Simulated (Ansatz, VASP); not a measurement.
Two plane-wave programs on HfO2

```
Hf O
1.0
     0.62340    2.90414    2.90414
     2.90414    0.62340    2.90414
     2.90414    2.90414    0.62340
Hf O
1 2
Direct
  0.00000 0.00000 0.00000
  0.25000 0.25000 0.25000
  0.75000 0.75000 0.75000
```

Alike in both runs: task single point; functional PBE; k mesh 8 × 8 × 8; occupations gaussian, width 0.05 eV; no spin polarisation.

|  | VASP | Ansatz |
| --- | --- | --- |
| version | VASP 6.6.1 | Ansatz 0.2.0 |
| potentials or method | VASP PAW PBE potentials, release 64 (Hf_pv, O), cutoff 520 eV | scalar-relativistic, plane waves, PAW |
| valence electrons in the cell | 22 | 38 |

VASP gave:

| Item | Value |
| --- | --- |
| gap on the k mesh at the Fermi level (eV) | 3.71 |
| least direct gap on the mesh (eV) | 4.03 |
| pressure (GPa) | 15.9 |
| traceless stress, the component that is largest in VASP (GPa) | -4.84 |
| rms of the force components (eV/Å) | 0.003 |

Q: What did Ansatz give for the same quantities?

A: gap on the k mesh at the Fermi level (eV): 3.70; least direct gap on the mesh (eV): 4.00; pressure (GPa): 19.4; traceless stress, the component that is largest in VASP (GPa): -5.28; rms of the force components (eV/Å): 0.093.

Atom by atom the forces differ by 0.090 eV/Å (rms over components). With one functional, cell and mesh, what is left measures potentials, basis and numerics. VASP's potentials hold 22 valence electrons a cell and Ansatz's 38, so a difference there can come from the potentials and not from the codes.

Neither program's run includes spin-orbit coupling.
